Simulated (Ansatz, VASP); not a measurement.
Te: VASP beside Ansatz

```
Te
1.0
     4.51803    0.00000    0.00000
    -2.25902    3.91273    0.00000
     0.00000    0.00000    6.54184
Te
3
Direct
  0.23527 0.00000 0.16667
  0.00000 0.23527 0.83333
  0.76473 0.76473 0.50000
```

Alike in both runs: task single point; functional PBEsol; k mesh 9 × 9 × 6; occupations gaussian, width 0.05 eV; no spin polarisation.

|  | VASP | Ansatz |
| --- | --- | --- |
| version | VASP 6.6.1 | Ansatz 0.2.0 |
| potentials or method | VASP PAW PBE potentials, release 64 (Te), cutoff 520 eV | scalar-relativistic, plane waves, PAW |
| valence electrons in the cell | 18 | 48 |

VASP gave:

- gap on the k mesh at the Fermi level (eV): none
- pressure (GPa): -3.2
- traceless stress, the component that is largest in VASP (GPa): -2.58
- rms of the force components (eV/Å): 0.147

Question: What did Ansatz give for the same quantities?

Answer: gap on the k mesh at the Fermi level (eV): none; pressure (GPa): -3.3; traceless stress, the component that is largest in VASP (GPa): -2.63; rms of the force components (eV/Å): 0.135.

VASP's potentials were made for PBE, not for PBEsol. Atom by atom the forces differ by 0.012 eV/Å (rms over components). A gap of «none» marks a metal or a gap that the smearing closes. VASP's potentials hold 18 valence electrons a cell and Ansatz's 48, so a difference there can come from the potentials and not from the codes.

Neither program's run includes spin-orbit coupling.
